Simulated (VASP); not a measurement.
Input of a VASP 6.6.1 run:

INCAR

```
ALGO = Normal ; EDIFF = 1E-7
ENCUT = 520 ; GGA = PE
ISIF = 2 ; ISMEAR = 0
LASPH = True ; LCHARG = False
LREAL = False ; LWAVE = False
NBANDS = 16 ; NELM = 80
PREC = Accurate ; SIGMA = 0.15
```

KPOINTS

```
k-points
0
Gamma
  16 16 16
```

POSCAR

```
CoSi2
1.0
    0.0000000000      2.8206358583      2.6799390578
    2.6799390578      0.0000000000      2.6799390578
    2.6799390578      2.8206358583      0.0000000000
Co Si
1 2
Direct
    0.0000000000      0.0000000000      0.0000000000
    0.2500000000      0.2500000000      0.2500000000
    0.7500000000      0.7500000000      0.7500000000
```

Potentials or basis: VASP PAW PBE potentials, release 64 (Co, Si).

Run with:

```console
$ cat potpaw_PBE.64/Co/POTCAR potpaw_PBE.64/Si/POTCAR > POTCAR
$ mpirun -np 1 vasp_std > vasp.out
```

Task: Estimate the band gap on the k mesh.

Result: Zero (an odd number of electrons rules out a gap without spin polarisation).

Task: Estimate the pressure.

Result: -8.1 GPa.

Stress tensor (GPa, compression positive):
```
 -6.94   0.00   0.00
  0.00 -10.41   0.00
  0.00   0.00  -6.94
```

Caveat: the cell differs from its parent crystal (strain +0.0525 x Voigt [0, 1, 0, 0, 0, 0]); the cell stands under tension; an odd number of electrons without spin polarisation forces a metal; a magnetic or distorted state may lie lower. Spin polarisation is off, so any magnetic state and its effect on volume and gap are missing.
